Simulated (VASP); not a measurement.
A run of VASP 6.6.1 is set up as follows.

INCAR

```
ALGO     = Normal         # electronic algorithm
EDIFF    = 1E-7           # SCF threshold, eV
ENCUT    = 520            # plane-wave cutoff, eV
GGA      = PE             # functional
ISIF     = 2              # what is computed and relaxed
ISMEAR   = -1             # smearing method
LASPH    = T              # aspherical terms in the spheres
LCHARG   = F              # write CHGCAR
LREAL    = F              # projectors in reciprocal space
LWAVE    = F              # write WAVECAR
NBANDS   = 8              # bands
NELM     = 60             # most SCF steps
PREC     = Accurate       # precision mode
SIGMA    = 0.05           # smearing width, eV
```

File KPOINTS:

```
k-points
0
Gamma
  21 21 21
```

The input POSCAR:

```
Si
1.0
    0.0000000000      1.5394941998      1.5394941998
    1.5394941998      0.0000000000      1.5394941998
    1.5394941998      1.5394941998      0.0000000000
Si
1
Direct
    0.0000000000      0.0000000000      0.0000000000
```

Potentials or basis: VASP PAW PBE potentials, release 64 (Si).

Launch:

```console
$ cat potpaw_PBE.64/Si/POTCAR > POTCAR
$ mpirun -np 1 vasp_std > vasp.out
```

**Question.** What does it give for the pressure?

**Answer.** 258.7 GPa.

**Question.** What does it give for the band gap on the k mesh?

**Answer.** Zero (band 2 reaches 37.02 eV, above the bottom of band 3 at 17.61 eV).
